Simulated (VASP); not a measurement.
A run of VASP 6.6.1 is set up as follows.

File INCAR:

```
PREC = Accurate ; ENCUT = 520
EDIFF = 1E-7 ; ISMEAR = 0
SIGMA = 0.05 ; LREAL = F
LASPH = T ; NELM = 60
ALGO = Normal ; ISIF = 2
LWAVE = F ; LCHARG = F
GGA = PE ; NBANDS = 16
```

KPOINTS

```
Automatic mesh
0
Gamma
  10 10 10
```

The input POSCAR:

```
InP
1.0
    0.0000000000      3.0247347168      2.8906331776
    3.0247347168      0.0000000000      2.8906331776
    3.0247347168      3.0247347168      0.0000000000
In P
1 1
Direct
    0.0000000000      0.0000000000      0.0000000000
    0.7500000000      0.7500000000      0.7500000000
```

Potentials or basis: VASP PAW PBE potentials, release 64 (In_d, P).

Command:

```sh
$ cat potpaw_PBE.64/In_d/POTCAR potpaw_PBE.64/P/POTCAR > POTCAR
$ mpirun -np 1 vasp_std > vasp.out
```

Task: Estimate the band gap on the k mesh.

Result: 0.31 eV, direct.

Task: What does it give for the pressure?

Result: -0.1 GPa.

Stress tensor (GPa, compression positive):
```
-0.64  0.00  0.00
 0.00 -0.64  0.00
 0.00  0.00  1.07
```

Caveat: the cell differs from its parent crystal (strain +0.015 along x and y, -0.030 along z); spin-orbit coupling is left out, which moves the levels of the heavy elements.
